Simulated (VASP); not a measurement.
Wanted: the native input for a VASP 6.6.1 run.

```
Task                   : single point
Functional             : PBE
Potentials or basis    : VASP PAW PBE potentials, release 64 (Ge_d, N)
Cutoff                 : 520 eV
k mesh                 : 7 × 7 × 1
Occupations            : gaussian, width 0.1 eV
Spin                   : no spin polarisation
Dipole correction      : yes
Further INCAR settings : ALGO = Normal; EDIFF = 1e-06; NBANDS = 38
```

The structure of Ge4N lies in POSCAR:

```
Ge4N
1.0
    4.0740542166      0.0000000000      0.0000000000
    0.0000000000      4.0740542166      0.0000000000
    0.0000000000      0.0000000000     19.8557568530
Ge N
4 1
Direct
    0.0000000000      0.5000000000      0.2014529101
    0.0000000000      0.0000000000      0.2739958855
    0.5000000000      0.0000000000      0.3493666166
    0.5000000000      0.5000000000      0.4208228835
    0.7500000000      0.6250000000      0.4848424192
```

These files were run (other wordings do the same):

INCAR

```
SYSTEM = Ge4N
PREC = Accurate ; ENCUT = 520
EDIFF = 1E-6 ; ISMEAR = 0
SIGMA = 0.1 ; LREAL = .FALSE.
LASPH = .TRUE. ; NELM = 60
ALGO = Normal ; ISIF = 2
LWAVE = .FALSE. ; LCHARG = .FALSE.
LDIPOL = .TRUE. ; IDIPOL = 3
DIPOL = 0.5 0.5 0.346 ; GGA = PE
NBANDS = 38
```

KPOINTS

```
Automatic mesh
0
G
  7 7 1
  0 0 0
```

Potentials or basis: VASP PAW PBE potentials, release 64 (Ge_d, N).

The run is started by

```bash
$ cat potpaw_PBE.64/Ge_d/POTCAR potpaw_PBE.64/N/POTCAR > POTCAR
$ mpirun -np 1 vasp_std > vasp.out
```

Results of the run:

| Quantity | Value |
| --- | --- |
| Largest force | 0.706 eV/Å |
| Band gap on the k mesh | zero (an odd number of electrons rules out a gap without spin polarisation) |

It took 4.3 min on 1 thread of Intel(R) Xeon(R) 6975P-C (Granite Rapids), with other jobs on the host, peak memory 0.51 GiB.
